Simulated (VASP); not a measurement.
Here is a VASP 6.6.1 calculation.

Contents of INCAR:

```
SYSTEM = HfO2
ALGO     = Normal         ! electronic algorithm
EDIFF    = 1E-7           ! SCF threshold, eV
ENCUT    = 520            ! plane-wave cutoff, eV
GGA      = PS             ! functional
ISIF     = 2              ! what is computed and relaxed
ISMEAR   = 0              ! smearing method
LASPH    = .True.         ! aspherical terms in the spheres
LCHARG   = .False.        ! write CHGCAR
LREAL    = .False.        ! projectors in reciprocal space
LWAVE    = .False.        ! write WAVECAR
NBANDS   = 31             ! bands
NELM     = 60             ! most SCF steps
PREC     = Accurate       ! precision mode
SIGMA    = 0.01           ! smearing width, eV
```

Contents of KPOINTS:

```
k-points
0
Gamma
  4 4 6
  0 0 0
```

The input POSCAR:

```
HfO2
1.0
    4.8768762245      0.0000000000      0.0000000000
    0.0000000000      4.8768762245      0.0000000000
    0.0000000000      0.0000000000      3.2475963504
Hf O
2 4
Direct
    0.0000000000      0.0000000000      0.0000000000
    0.5000000000      0.5000000000      0.5000000000
    0.1949550000      0.8050450000      0.5000000000
    0.3050450000      0.3050450000      0.0000000000
    0.6949550000      0.6949550000      0.0000000000
    0.8050450000      0.1949550000      0.5000000000
```

Potentials or basis: VASP PAW PBE potentials, release 64 (Hf_pv, O).

Run with:

```sh
$ cat potpaw_PBE.64/Hf_pv/POTCAR potpaw_PBE.64/O/POTCAR > POTCAR
$ mpirun -np 1 vasp_std > vasp.out
```

(1) Estimate the band gap on the k mesh.

(2) What does it give for the pressure?

## Answers

(1) 3.72 eV, direct.

(2) -9.3 GPa.

Caveat: the PAW data sets were made with another functional, which shifts forces and pressure a little; spin-orbit coupling is left out, which moves the levels of the heavy elements.
